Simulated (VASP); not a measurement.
# Sn3Se (Pm-3m) in VASP: a series of runs, part 2 of 2

VASP 6.6.1. Earlier steps stand in the parts before.

## 3. Single point, r2SCAN

This run uses another cell than the first one, of 26.12 Å³/atom, 1.021 times its volume.

Input file POSCAR:

```
Sn3Se
1.0
    4.7100533498      0.0000000000      0.0000000000
    0.0000000000      4.7100533498      0.0000000000
    0.0000000000      0.0000000000      4.7100533498
Sn Se
3 1
Direct
    0.5000000000      0.5000000000      0.0000000000
    0.5000000000      0.0000000000      0.5000000000
    0.0000000000      0.5000000000      0.5000000000
    0.0000000000      0.0000000000      0.0000000000
```

Input file INCAR.step1:

```
SYSTEM = Sn3Se
PREC = Accurate
ENCUT = 520
ISMEAR = -1
SIGMA = 0.05
LREAL = .FALSE.
LASPH = .TRUE.
NELM = 100
NBANDS = 32
GGA = PE
ALGO = Normal
EDIFF = 1E-4
LWAVE = .TRUE.
LCHARG = .FALSE.
```

Input file INCAR.step2:

```
SYSTEM = Sn3Se
PREC = Accurate
ENCUT = 520
EDIFF = 1E-6
ISMEAR = -1
SIGMA = 0.05
LREAL = .FALSE.
LASPH = .TRUE.
NELM = 100
ALGO = Normal
ISIF = 2
LWAVE = .FALSE.
LCHARG = .FALSE.
METAGGA = R2SCAN
LMIXTAU = .TRUE.
NBANDS = 32
ISTART = 1
```

Input file KPOINTS:

```
regular mesh
0
G
  6 6 6
  0 0 0
```

Potentials or basis: VASP PAW PBE potentials, release 64 (Sn_d, Se).

Run with:

```
cat potpaw_PBE.64/Sn_d/POTCAR potpaw_PBE.64/Se/POTCAR > POTCAR
cp INCAR.step1 INCAR
mpirun -np 1 vasp_std > vasp.out
cp INCAR.step2 INCAR
mpirun -np 1 vasp_std > vasp.out
```

OUTCAR:

```text
SYSTEM = Sn3Se
   PREC = Accurate
   ENCUT = 520
   EDIFF = 1E-6
   ISMEAR = -1
   LREAL = .FALSE.
   LASPH = .TRUE.
   NELM = 100
   ISIF = 2
   METAGGA = R2SCAN
   ISTART = 1

 ion  position               nearest neighbor table
   1  0.500  0.500  0.000-   2 3.33   3 3.33   2 3.33   3 3.33   2 3.33   2 3.33   3 3.33   3 3.33

   2  0.500  0.000  0.500-   1 3.33   3 3.33   1 3.33   1 3.33   3 3.33   1 3.33   3 3.33   3 3.33

   3  0.000  0.500  0.500-   1 3.33   2 3.33   1 3.33   2 3.33   1 3.33   2 3.33   1 3.33   2 3.33

   4  0.000  0.000  0.000-

  LATTYP: Found a simple cubic cell.
 ALAT       =     4.7100533498

  Lattice vectors:

 A1 = (   4.7100533498,   0.0000000000,   0.0000000000)
 A2 = (   0.0000000000,   4.7100533498,   0.0000000000)
 A3 = (   0.0000000000,   0.0000000000,   4.7100533498)

Analysis of symmetry for initial positions (statically):
=====================================================================
 Subroutine PRICEL returns:
 Original cell was already a primitive cell.

 Routine SETGRP: Setting up the symmetry group for a
 simple cubic supercell.

 Subroutine GETGRP returns: Found 48 space group operations
 (whereof 48 operations were pure point group operations)
 out of a pool of 48 trial point group operations.

The static configuration has the point symmetry O_h .

Analysis of symmetry for dynamics (positions and initial velocities):
=====================================================================
 Subroutine PRICEL returns:
 Original cell was already a primitive cell.

 Routine SETGRP: Setting up the symmetry group for a
 simple cubic supercell.

 Subroutine GETGRP returns: Found 48 space group operations
 (whereof 48 operations were pure point group operations)
[... 114 lines left out ...]
   EMIN   =  10.00;   EMAX   =-10.00  energy-range for DOS
   EFERMI =   0.00;   METHOD = LEGACY
   ISMEAR =    -1;   SIGMA  =   0.05  broadening in eV -4-tet -1-fermi 0-gaus
   EFERMI_NEDOS =   21; number of points for ismear=-14 and -15
   IALGO  =     38    algorithm
   IMIX   =      4    mixing-type and parameters
     AMIX     =   0.40;   BMIX     =  1.00
     AMIX_MAG =   1.60;   BMIX_MAG =  1.00
  volume/ion in A,a.u.               =      26.12       176.28
  Fermi-wavevector in a.u.,A,eV,Ry     =   1.263173  2.387050 21.709530  1.595605
  Thomas-Fermi vector in A             =   2.396543
   LORBIT       =      0    0 simple, 1 ext, 2 COOP (PROOUT), +10 PAW based schemes
   METAGGA = R2SCAN    functional components
   LHFCALC =     F    Hartree Fock is set to
   AEXX    =    0.0000 exact exchange contribution
   IVDW    =     0    specifies the selected vdW correction
   LEPSILON=     F    determine dielectric tensor
   LRPA    =     F    only Hartree local field effects (RPA)
 non-spin polarized calculation
  energy-cutoff  :      520.00
  volume of cell :      104.49
 maximum number of plane-waves:      2849
 NGX is ok and might be reduce to    36
   NGX = 17   NGY = 17   NGZ = 17

 number of electron      47.9999962 magnetization

 Free energy of the ion-electron system (eV)
  ---------------------------------------------------
  ext. energy  EPLUGINS =         0.00000000
  ---------------------------------------------------
  free energy    TOTEN  =       -87.73534087 eV

  energy without entropy =      -87.71673654  energy(sigma->0) =      -87.72603871

 E-fermi :   7.4247     XC(G=0): -11.0180

 val. band max:        7.4210481369   @ k =   0.5000   0.5000   0.0000
 cond. band min:       7.4507981392   @ k =   0.1667   0.1667   0.1667
 fundamental gap:      0.0297500023
 Fermi energy:         7.4247109267

 k-point     1 :       0.0000    0.0000    0.0000
  band No.  band energies     occupation
      1     -15.1301      2.00000
      2     -15.1301      2.00000
      3     -15.1301      2.00000
      4     -15.1087      2.00000
      5     -15.1087      2.00000
      6     -15.0656      2.00000
[... 689 lines left out ...]
     31      14.0266      0.00000
     32      15.0650      0.00000

------------------------ aborting loop because EDIFF is reached ----------------------------------------

  FORCE on cell =-STRESS in cart. coord.  units (eV):
  Direction    XX          YY          ZZ          XY          YZ          ZX
  --------------------------------------------------------------------------------------
  -------------------------------------------------------------------------------------
  Total        0.2852782      0.2852782      0.2852782      0.0000000      0.0000000     -0.0000000
  in kB        4.3742311      4.3742311      4.3742311      0.0000000      0.0000000     -0.0000000
  external PRESSURE =       4.3742311 kB  Pullay stress =       0.0000000 kB

 VOLUME and BASIS-vectors are now :
 -----------------------------------------------------------------------------
  energy-cutoff  :      520.00
  volume of cell :      104.49
      direct lattice vectors                 reciprocal lattice vectors
     4.710053350  0.000000000  0.000000000     0.212311820  0.000000000  0.000000000
     0.000000000  4.710053350  0.000000000     0.000000000  0.212311820  0.000000000
     0.000000000  0.000000000  4.710053350     0.000000000  0.000000000  0.212311820

 POSITION                                       TOTAL-FORCE (eV/Angst)
 -----------------------------------------------------------------------------------
      2.35503      2.35503      0.00000         0.000000      0.000000      0.000000
      2.35503      0.00000      2.35503         0.000000      0.000000      0.000000
      0.00000      2.35503      2.35503         0.000000      0.000000      0.000000
      0.00000      0.00000      0.00000         0.000000      0.000000      0.000000
 -----------------------------------------------------------------------------------
    total drift:                                0.000000      0.000000      0.000000

  FREE ENERGIE OF THE ION-ELECTRON SYSTEM (eV)
  ---------------------------------------------------
  free  energy   TOTEN  =       -87.7353408667 eV

  energy  without entropy=      -87.7167365438  energy(sigma->0) =      -87.72603871
```

OSZICAR.step1:

```text
N       E                     dE             d eps       ncg     rms          rms(c)
DAV:   1     0.447257977814E+03    0.44726E+03   -0.23819E+04  1336   0.222E+03
DAV:   2     0.443568653970E+02   -0.40290E+03   -0.39114E+03  1288   0.551E+02
DAV:   3    -0.123831245150E+02   -0.56740E+02   -0.54919E+02  1544   0.174E+02
DAV:   4    -0.149124793756E+02   -0.25294E+01   -0.25223E+01  1456   0.392E+01
DAV:   5    -0.149897934829E+02   -0.77314E-01   -0.77311E-01  1760   0.722E+00    0.368E+00
DAV:   6    -0.148559105054E+02    0.13388E+00   -0.19472E-01  1704   0.345E+00    0.214E+00
DAV:   7    -0.148429381396E+02    0.12972E-01   -0.66737E-02  1560   0.151E+00    0.949E-01
DAV:   8    -0.148402576141E+02    0.26805E-02   -0.99818E-03  1624   0.640E-01    0.125E-01
DAV:   9    -0.148402547799E+02    0.28342E-05   -0.14019E-03  1488   0.304E-01    0.418E-02
DAV:  10    -0.148402703704E+02   -0.15590E-04   -0.15051E-04  1120   0.127E-01
   1 F= -.14840270E+02 E0= -.14830152E+02  d E =-.202360E-01
```

Run time: 3.2 min. Hardware: 1 thread of AMD EPYC 7R43 (Zen 3), shared host; peak memory 0.21 GiB.

Results:

| Property | Result |
| --- | --- |
| Free energy | -87.7353 eV |
| Pressure | 0.4 GPa |
| Band gap on the k mesh | zero (band 24 reaches 9.50 eV, above the bottom of band 25 at 6.99 eV) |

Caveat: the PAW data sets were made with another functional, which shifts forces and pressure a little; spin-orbit coupling is left out, which moves the levels of the heavy elements.

## 4. Single point, r2SCAN

This run uses another cell than the first one, of 26.66 Å³/atom, 1.042 times its volume.

Input file POSCAR:

```
Sn3Se
1.0
    4.7418790000      0.0000000000      0.0000000000
    0.0000000000      4.7418790000      0.0000000000
    0.0000000000      0.0000000000      4.7418790000
Sn Se
3 1
Direct
    0.5000000000      0.5000000000      0.0000000000
    0.5000000000      0.0000000000      0.5000000000
    0.0000000000      0.5000000000      0.5000000000
    0.0000000000      0.0000000000      0.0000000000
```

Input file INCAR.step1:

```
SYSTEM = Sn3Se
  PREC = Accurate
  ENCUT = 520
  ISMEAR = -1
  SIGMA = 0.05
  LREAL = .FALSE.
  LASPH = .TRUE.
  NELM = 100
  NBANDS = 32
  GGA = PE
  ALGO = Normal
  EDIFF = 1E-4
  LWAVE = .TRUE.
  LCHARG = .FALSE.
```

Input file INCAR.step2:

```
SYSTEM = Sn3Se
  PREC = Accurate
  ENCUT = 520
  EDIFF = 1E-7
  ISMEAR = -1
  SIGMA = 0.05
  LREAL = .FALSE.
  LASPH = .TRUE.
  NELM = 100
  ALGO = Normal
  ISIF = 2
  LWAVE = .FALSE.
  LCHARG = .TRUE.
  METAGGA = R2SCAN
  LMIXTAU = .TRUE.
  LELF = .TRUE.
  LVHAR = .TRUE.
  NBANDS = 32
  ISTART = 1
```

KPOINTS is that of step 3.

Run with:

```
cat potpaw_PBE.64/Sn_d/POTCAR potpaw_PBE.64/Se/POTCAR > POTCAR
cp INCAR.step1 INCAR
mpirun -np 1 vasp_std > vasp.out
cp INCAR.step2 INCAR
mpirun -np 1 vasp_std > vasp.out
```

Wall time 3.7 min (1 thread of AMD EPYC 7R43 (Zen 3), shared host); peak memory 0.21 GiB.

Results (log left out):

| Item | Value |
| --- | --- |
| Free energy | -87.7354 eV |
| Pressure | -0.6 GPa |
| Band gap on the k mesh | zero (band 24 reaches 9.20 eV, above the bottom of band 25 at 6.76 eV) |

Levels at points of the mesh, in eV from the Fermi level:
| k point | band 22 | band 23 | band 24 | band 25 | band 26 | band 27 |
| --- | --- | --- | --- | --- | --- | --- |
| (0.00, 0.00, 0.00) | -4.59 | -0.16 | -0.16 | -0.16 | 2.41 | 2.41 |
| (0.50, 0.00, 0.00) | -2.02 | -1.93 | -1.93 | -0.02 | 2.03 | 2.26 |
| (0.50, 0.50, 0.00) | -2.12 | -2.12 | -0.61 | 0.00 | 0.10 | 0.10 |
| (0.50, 0.50, 0.50) | -5.48 | -5.02 | 2.01 | 2.01 | 2.01 | 6.16 |

Caveat: the PAW data sets were made with another functional, which shifts forces and pressure a little; spin-orbit coupling is left out, which moves the levels of the heavy elements.

## 5. Overview

```tsv
cell	gap on the mesh (eV)	pressure (GPa)
a = 4.678 Å, 4 atoms	none	1.5
a = 4.710 Å, 4 atoms	none	0.4
a = 4.742 Å, 4 atoms	none	-0.6
```

Alike in all rows: task single point; level r2SCAN; potentials or basis VASP PAW PBE potentials, release 64 (Sn_d, Se); no spin polarisation; k mesh 6 × 6 × 6; cutoff (eV) 520; smearing fermi-dirac 0.05 eV.

Caveats: the PAW data sets were made with another functional, which shifts forces and pressure a little; spin-orbit coupling is left out, which moves the levels of the heavy elements.

Absolute energies hang on the potentials; compare differences alone.
